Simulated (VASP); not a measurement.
A run of VASP 6.6.1 is set up as follows.

The input POSCAR:

```
KBr
1.0
    0.0575374689      3.7458367599      3.7458367599
    3.7458367599      0.0575374689      3.7458367599
    3.7458367599      3.7458367599      0.0575374689
K Br
1 1
Direct
    0.0015938620      0.0015938620      0.0015938620
    0.2484061380      0.2484061380      0.2484061380
```

The input INCAR.step1:

```
PREC = Accurate
ENCUT = 520
EDIFF = 1E-5
ISMEAR = 0
SIGMA = 0.01
LREAL = F
LASPH = T
NELM = 100
ALGO = Normal
ISIF = 2
LWAVE = T
LCHARG = F
GGA = PE
NBANDS = 15
```

INCAR.step2

```
PREC = Accurate
ENCUT = 520
EDIFF = 1E-7
ISMEAR = 0
SIGMA = 0.01
LREAL = F
LASPH = T
NELM = 100
ALGO = Normal
ISIF = 2
LWAVE = F
LCHARG = F
GGA = PE
LHFCALC = T
HFSCREEN = 0.2079
PRECFOCK = Normal
ISTART = 1
NBANDS = 15
```

Contents of KPOINTS:

```
regular mesh
0
Gamma
  4 4 4
```

Potentials or basis: VASP PAW PBE potentials, release 64 (K_sv, Br).

Launch:

```bash
$ cat potpaw_PBE.64/K_sv/POTCAR potpaw_PBE.64/Br/POTCAR > POTCAR
$ cp INCAR.step1 INCAR
$ mpirun -np 1 vasp_std > vasp.out
$ cp INCAR.step2 INCAR
$ mpirun -np 1 vasp_std > vasp.out
```

(1) Predict the band gap on the k mesh.

(2) Predict the pressure.

## Answers

(1) 5.33 eV, indirect (least direct gap 5.34 eV).

(2) -0.1 GPa.

Caveat: the cell differs from its parent crystal (strain along [111] +2.3%); the PAW data sets were made with another functional, which shifts forces and pressure a little.
